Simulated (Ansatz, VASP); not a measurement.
## Two plane-wave programs on LaRe

```
CELL_PARAMETERS angstrom
3.60729 0.00000 0.00000
0.00000 3.60729 0.00000
0.00000 0.00000 3.60729
ATOMIC_POSITIONS crystal
La 0.00000 0.00000 0.00000
Re 0.50000 0.50000 0.50000
```

Alike in both runs: task single point; functional PBE; k mesh 10 × 10 × 10; occupations gaussian, width 0.05 eV; no spin polarisation.

|  | VASP | Ansatz |
| --- | --- | --- |
| version | VASP 6.6.1 | Ansatz 0.2.0 |
| potentials or method | VASP PAW PBE potentials, release 64 (La, Re), cutoff 520 eV | scalar-relativistic, plane waves, PAW |
| valence electrons in the cell | 18 | 26 |

|  | VASP | Ansatz | Ansatz less VASP |
| --- | --- | --- | --- |
| gap on the k mesh at the Fermi level (eV) | none | none | - |
| pressure (GPa) | -1.8 | -1.7 | +0.02 |

A gap of «none» marks a metal or a gap that the smearing closes. The functional is the same, so the differences come from potentials, cutoffs and numerics. VASP's potentials hold 18 valence electrons a cell and Ansatz's 26, so a difference there can come from the potentials and not from the codes.

Neither program's run includes spin-orbit coupling.
